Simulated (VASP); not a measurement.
Write the native input for VASP 6.6.1 that does the following.

- Task: relaxation of cell and atoms
- Functional: PBE
- Potentials or basis: VASP PAW PBE potentials, release 64 (Ta_pv, Si)
- Cutoff: 600 eV
- k mesh: 6 × 6 × 4
- Occupations: gaussian, width 0.1 eV
- Spin: no spin polarisation
- Dipole correction: no
- Further INCAR settings: ALGO = Normal; EDIFF = 1e-06; IBRION = 2; EDIFFG = -0.04; NSW = 90; ISIF = 3

The structure of TaSi5 lies in POSCAR:

```
TaSi5
1.0
    4.4100788000      0.0000000000      0.0000000000
   -2.2050394000      3.8192402800      0.0000000000
    0.0000000000      0.0000000000      6.3097880300
Ta Si
1 5
Direct
    0.0000000000      0.0000000000      0.0000000000
    0.3333333300      0.6666666700      0.7580293900
    0.3333333300      0.6666666700      0.2419706100
    0.6666666700      0.3333333300      0.2419706100
    0.6666666700      0.3333333300      0.7580293900
    0.0000000000      0.0000000000      0.5000000000
```

The cell was generated, and may not be a known phase.

These files were run (other wordings do the same):

INCAR

```
SYSTEM = TaSi5
PREC = Accurate
ENCUT = 600
EDIFF = 1E-6
ISMEAR = 0
SIGMA = 0.1
LREAL = .FALSE.
LASPH = .TRUE.
NELM = 60
ALGO = Normal
ISIF = 3
LWAVE = .FALSE.
LCHARG = .FALSE.
GGA = PE
IBRION = 2
NSW = 90
EDIFFG = -0.04
```

KPOINTS

```
regular mesh
0
G
  6 6 4
  0 0 0
```

Potentials or basis: VASP PAW PBE potentials, release 64 (Ta_pv, Si).

Launch:

```sh
$ cat potpaw_PBE.64/Ta_pv/POTCAR potpaw_PBE.64/Si/POTCAR > POTCAR
$ mpirun -np 1 vasp_std > vasp.out
```

It gave:

| Quantity | Value |
| --- | --- |
| Relaxed volume | 14.83 Å³/atom |
| Relaxed cell | a = 4.497 Å, b = 4.497 Å, c = 5.081 Å, α = 90.00°, β = 90.00°, γ = 120.00° |
| Space group after relaxing (to 0.1 Å) | P6/mmm (No. 191) |
| Energy gained by relaxing | 399.7 meV/atom |
| Ionic steps | 12 |
| Pressure after relaxing | 0.1 GPa |
| Largest force after relaxing | 0.009 eV/Å |
| Band gap on the k mesh | zero (an odd number of electrons rules out a gap without spin polarisation) |

Caveat: the volume moved by over 15 % at a fixed basis, so the end points are rough; spin-orbit coupling is left out, which moves the levels of the heavy elements.

Run time: 6.5 min on 1 thread of Intel Xeon 8259CL, on a shared host, peak memory 0.28 GiB.
